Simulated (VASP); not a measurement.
## Mn: single point with r2SCAN

The system is Mn.

```
CELL_PARAMETERS angstrom
0.00000 1.71233 1.71233
1.71233 0.00000 1.71233
1.71233 1.71233 0.00000
ATOMIC_POSITIONS crystal
Mn 0.00000 0.00000 0.00000
```

This cell differs from its parent crystal: volume scaled by 0.96.

* Program: VASP 6.6.1
* Task: single point
* Functional: r2SCAN
* Potentials or basis: VASP PAW PBE potentials, release 64 (Mn_pv)
* Cutoff: 520 eV
* k mesh: 17 × 17 × 17
* Occupations: fermi-dirac, width 0.1 eV
* Spin: no spin polarisation
* Dipole correction: no
* Further INCAR settings: ALGO = Normal; EDIFF = 1e-06; NBANDS = 12

```
Pressure : 14.2 GPa
```

Levels at points of the mesh, in eV from the Fermi level:
```tsv
k point	band 3	band 4	band 5	band 6	band 7	band 8	band 9	band 10	band 11	band 12
(0.00, 0.00, 0.00)	-49.42	-9.19	-1.39	-1.39	-1.39	0.70	0.70	22.44	29.27	29.27
```

Wall time 2.3 min on 1 thread of AMD EPYC 7R43 64-Core Processor (Zen 3), on a shared host, peak memory 0.1 GiB.

Caveat: the PAW data sets were made with another functional, which shifts forces and pressure a little; the run has no spin polarisation, though such a crystal can be magnetic. Spin polarisation is off, so any magnetic state and its effect on volume and gap are missing.
